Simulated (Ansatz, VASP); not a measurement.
## Nb: VASP beside Ansatz

```
Nb
1.0
     2.25980    0.00000    0.00000
    -1.12990    1.95704    0.00000
     0.00000    0.00000    3.66827
Nb
2
Direct
  0.33333 0.66667 0.25000
  0.66667 0.33333 0.75000
```

Change from the starting cell: volume scaled by 0.45, PAW files, core large.

Alike in both runs: task single point; functional PBEsol; k mesh 17 × 17 × 9; occupations fermi-dirac, width 0.05 eV; no spin polarisation.

|  | VASP | Ansatz |
| --- | --- | --- |
| version | VASP 6.6.1 | Ansatz 0.2.0 |
| potentials or method | VASP PAW PBE potentials, release 64 (Nb_sv) | PAW with other files of Ansatz's library (core large), scalar-relativistic |
| plane-wave cutoff (eV) | 520 | 420 |
| valence electrons in the cell | 26 | 26 |

|  | VASP | Ansatz | Ansatz less VASP |
| --- | --- | --- | --- |
| pressure (GPa) | 577.8 | 572.5 | -5.22 |
| traceless stress, the component that is largest in VASP (GPa) | 0.88 | 0.10 | -0.786 |

VASP's potentials were made for PBE, not for PBEsol. Both programs put the cell under a high pressure, so it lies far from rest at this level. The functional is the same, so the differences come from potentials, cutoffs and numerics. Ansatz's warnings: datasets by core.

Noted on VASP's run: the cell as given lies far from equilibrium.
